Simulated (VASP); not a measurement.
# Pt (Im-3m) in VASP: further runs, part 2 of 2

VASP 6.6.1.

## 4. Single point, r2SCAN

This run uses another cell than the first one, of 15.17 Å³/atom, 1.047 times its volume.

File POSCAR:

```
Pt
1.0
   -1.5594870752      1.5594870752      1.5594870752
    1.5594870752     -1.5594870752      1.5594870752
    1.5594870752      1.5594870752     -1.5594870752
Pt
1
Direct
    0.0000000000      0.0000000000      0.0000000000
```

File INCAR.step1:

```
SYSTEM = Pt
ALGO     = Normal         ! electronic algorithm
EDIFF    = 1E-4           ! SCF threshold, eV
ENCUT    = 520            ! plane-wave cutoff, eV
GGA      = PE             ! functional
ISMEAR   = 1              ! smearing method
LASPH    = .True.         ! aspherical terms in the spheres
LCHARG   = .False.        ! write CHGCAR
LREAL    = .False.        ! projectors in reciprocal space
LWAVE    = .True.         ! write WAVECAR
NBANDS   = 11             ! bands
NELM     = 100            ! most SCF steps
PREC     = Accurate       ! precision mode
SIGMA    = 0.1            ! smearing width, eV
```

File INCAR.step2:

```
SYSTEM = Pt
ALGO     = Normal         ! electronic algorithm
EDIFF    = 1E-6           ! SCF threshold, eV
ENCUT    = 520            ! plane-wave cutoff, eV
ISIF     = 2              ! what is computed and relaxed
ISMEAR   = 1              ! smearing method
ISTART   = 1            
LASPH    = .True.         ! aspherical terms in the spheres
LCHARG   = .False.        ! write CHGCAR
LMIXTAU  = .True.       
LREAL    = .False.        ! projectors in reciprocal space
LWAVE    = .False.        ! write WAVECAR
METAGGA  = R2SCAN         ! meta-GGA
NBANDS   = 11             ! bands
NELM     = 100            ! most SCF steps
PREC     = Accurate       ! precision mode
SIGMA    = 0.1            ! smearing width, eV
```

File KPOINTS:

```
k-points
0
Gamma
  12 12 12
  0 0 0
```

Potentials or basis: VASP PAW PBE potentials, release 64 (Pt).

Command:

```bash
$ cat potpaw_PBE.64/Pt/POTCAR > POTCAR
$ cp INCAR.step1 INCAR
$ mpirun -np 1 vasp_std > vasp.out
$ cp INCAR.step2 INCAR
$ mpirun -np 1 vasp_std > vasp.out
```

OUTCAR:

```text
SYSTEM = Pt
   EDIFF = 1E-6
   ENCUT = 520
   ISIF = 2
   ISMEAR = 1
   ISTART = 1
   LASPH = .True.
   LREAL = .False.
   METAGGA = R2SCAN
   NELM = 100
   PREC = Accurate

 ion  position               nearest neighbor table
   1  0.000  0.000  0.000-

  LATTYP: Found a body centered cubic cell.
 ALAT       =     3.1189741504

  Lattice vectors:

 A1 = (  -1.5594870752,   1.5594870752,   1.5594870752)
 A2 = (   1.5594870752,  -1.5594870752,   1.5594870752)
 A3 = (   1.5594870752,   1.5594870752,  -1.5594870752)

Analysis of symmetry for initial positions (statically):
=====================================================================
 Subroutine PRICEL returns:
 Original cell was already a primitive cell.

 Routine SETGRP: Setting up the symmetry group for a
 body centered cubic supercell.

 Subroutine GETGRP returns: Found 48 space group operations
 (whereof 48 operations were pure point group operations)
 out of a pool of 48 trial point group operations.

The static configuration has the point symmetry O_h .

Analysis of symmetry for dynamics (positions and initial velocities):
[... 159 lines left out ...]
 val. band max:       10.5783355285   @ k =   0.5000   0.5000   0.4167
 cond. band min:      10.6655046963   @ k =  -0.4167  -0.4167   0.1667
 fundamental gap:      0.0871691678
 Fermi energy:        10.5884625923

 k-point     1 :       0.0000    0.0000    0.0000
  band No.  band energies     occupation
      1       0.5136      2.00000
      2       6.8528      2.00000
      3       6.8528      2.00000
      4       6.8528      2.00000
      5       9.5106      2.00000
      6       9.5106      2.00000
      7      28.7717      0.00000
      8      28.7717      0.00000
      9      28.7717      0.00000
     10      39.7149      0.00000
     11      39.7149      0.00000
[... 309 lines left out ...]
 k-point    24 :       0.4167    0.0833    0.0833
  band No.  band energies     occupation
      1       4.0289      2.00000
      2       5.2936      2.00000
      3       8.9754      2.00000
      4       9.4830      2.00000
      5       9.8779      2.00000
      6      14.4026      0.00000
      7      17.2812      0.00000
      8      24.7208      0.00000
      9      25.6825      0.00000
     10      36.4020      0.00000
     11      36.8193      0.00000

 [... further k-points ...]
[... 5 lines left out ...]
  --------------------------------------------------------------------------------------
  -------------------------------------------------------------------------------------
  Total        0.5489082      0.5489082      0.5489082      0.0000000      0.0000000      0.0000000
  in kB       57.9702201     57.9702201     57.9702201      0.0000000      0.0000000      0.0000000
  external PRESSURE =      57.9702201 kB  Pullay stress =       0.0000000 kB

 VOLUME and BASIS-vectors are now :
 -----------------------------------------------------------------------------
  energy-cutoff  :      520.00
  volume of cell :       15.17
      direct lattice vectors                 reciprocal lattice vectors
    -1.559487075  1.559487075  1.559487075     0.000000000  0.320618239  0.320618239
     1.559487075 -1.559487075  1.559487075     0.320618239  0.000000000  0.320618239
     1.559487075  1.559487075 -1.559487075     0.320618239  0.320618239  0.000000000

 POSITION                                       TOTAL-FORCE (eV/Angst)
 -----------------------------------------------------------------------------------
      0.00000      0.00000      0.00000         0.000000     -0.000000     -0.000000
 -----------------------------------------------------------------------------------
    total drift:                                0.000000     -0.000000      0.000000

  FREE ENERGIE OF THE ION-ELECTRON SYSTEM (eV)
  ---------------------------------------------------
  free  energy   TOTEN  =       -51.4175790814 eV

  energy  without entropy=      -51.4183252625  energy(sigma->0) =      -51.41782781
```

Run time: 18 s. Hardware: 1 thread of Intel Xeon 6975P-C (Granite Rapids), shared host; peak memory 0.13 GiB.

What came out:

```yaml
Free_energy: -51.4176 eV
Pressure: 5.8 GPa
Band_gap_on_the_k_mesh: zero (band 5 reaches 11.84 eV, above the bottom of band 6 at 9.34 eV)
```

Levels at points of the mesh, in eV from the Fermi level:
| k point | band 3 | band 4 | band 5 | band 6 | band 7 | band 8 |
| --- | --- | --- | --- | --- | --- | --- |
| (0.00, 0.00, 0.00) | -3.74 | -3.74 | -1.08 | -1.08 | 18.18 | 18.18 |
| (0.50, 0.00, 0.00) | -1.25 | -0.73 | 0.42 | 1.29 | 7.09 | 14.18 |
| (0.50, 0.50, 0.50) | 0.71 | 0.71 | 0.71 | 8.32 | 8.32 | 8.32 |

Caveat: the PAW data sets were made with another functional, which shifts forces and pressure a little; spin-orbit coupling is left out, which moves the levels of the heavy elements.

## 5. Single point, r2SCAN

This run uses another cell than the first one, of 15.45 Å³/atom, 1.066 times its volume.

File POSCAR:

```
Pt
1.0
   -1.5689671389      1.5689671389      1.5689671389
    1.5689671389     -1.5689671389      1.5689671389
    1.5689671389      1.5689671389     -1.5689671389
Pt
1
Direct
    0.0000000000      0.0000000000      0.0000000000
```

File INCAR.step1:

```
PREC     = Accurate       # precision mode
ENCUT    = 520            # plane-wave cutoff, eV
ISMEAR   = 1              # smearing method
SIGMA    = 0.1            # smearing width, eV
LREAL    = F              # projectors in reciprocal space
LASPH    = T              # aspherical terms in the spheres
NELM     = 100            # most SCF steps
NBANDS   = 11             # bands
GGA      = PE             # functional
ALGO     = Normal         # electronic algorithm
EDIFF    = 1E-4           # SCF threshold, eV
LWAVE    = T              # write WAVECAR
LCHARG   = F              # write CHGCAR
```

File INCAR.step2:

```
PREC     = Accurate       # precision mode
ENCUT    = 520            # plane-wave cutoff, eV
EDIFF    = 1E-7           # SCF threshold, eV
ISMEAR   = 1              # smearing method
SIGMA    = 0.1            # smearing width, eV
LREAL    = F              # projectors in reciprocal space
LASPH    = T              # aspherical terms in the spheres
NELM     = 100            # most SCF steps
ALGO     = Normal         # electronic algorithm
ISIF     = 2              # what is computed and relaxed
LWAVE    = F              # write WAVECAR
LCHARG   = F              # write CHGCAR
METAGGA  = R2SCAN         # meta-GGA
LMIXTAU  = T            
NBANDS   = 11             # bands
ISTART   = 1
```

File KPOINTS:

```
regular mesh
0
Gamma
  12 12 12
```

Command:

```bash
$ cat potpaw_PBE.64/Pt/POTCAR > POTCAR
$ cp INCAR.step1 INCAR
$ mpirun -np 1 vasp_std > vasp.out
$ cp INCAR.step2 INCAR
$ mpirun -np 1 vasp_std > vasp.out
```

Run time: 20 s. Hardware: 1 thread of Intel Xeon 6975P-C (Granite Rapids), shared host; peak memory 0.13 GiB.

It converged, with:

```yaml
Free_energy: -51.4232 eV
Pressure: 0.7 GPa
Band_gap_on_the_k_mesh: zero (band 5 reaches 11.46 eV, above the bottom of band 6 at 9.05 eV)
```

Levels at points of the mesh, in eV from the Fermi level:
| k point | band 2 | band 3 | band 4 | band 5 | band 6 | band 7 | band 8 | band 9 |
| --- | --- | --- | --- | --- | --- | --- | --- | --- |
| (0.00, 0.00, 0.00) | -3.63 | -3.63 | -3.63 | -1.05 | -1.05 | 18.19 | 18.19 | 18.19 |
| (0.50, 0.00, 0.00) | -5.15 | -1.22 | -0.72 | 0.48 | 1.25 | 6.92 | 14.18 | 16.93 |
| (0.50, 0.50, 0.50) | -6.44 | 0.69 | 0.69 | 0.69 | 8.27 | 8.27 | 8.27 | 13.90 |

Caveat: the PAW data sets were made with another functional, which shifts forces and pressure a little; spin-orbit coupling is left out, which moves the levels of the heavy elements.

## 6. The runs side by side

| cell | gap on the mesh (eV) | pressure (GPa) |
| --- | --- | --- |
| a = 2.660 Å, angles 109.5°, 1 atom | none | 21.1 |
| a = 2.686 Å, angles 109.5°, 1 atom | none | 10.9 |
| a = 2.701 Å, angles 109.5°, 1 atom | none | 5.8 |
| a = 2.718 Å, angles 109.5°, 1 atom | none | 0.7 |

Alike in all rows: task single point; level r2SCAN; potentials or basis VASP PAW PBE potentials, release 64 (Pt); no spin polarisation; k mesh 12 × 12 × 12; cutoff (eV) 520; smearing methfessel-paxton 0.1 eV.

Caveats: the PAW data sets were made with another functional, which shifts forces and pressure a little; spin-orbit coupling is left out, which moves the levels of the heavy elements.

Total energies depend on the potentials used, so only differences within one code and one set of settings carry meaning.
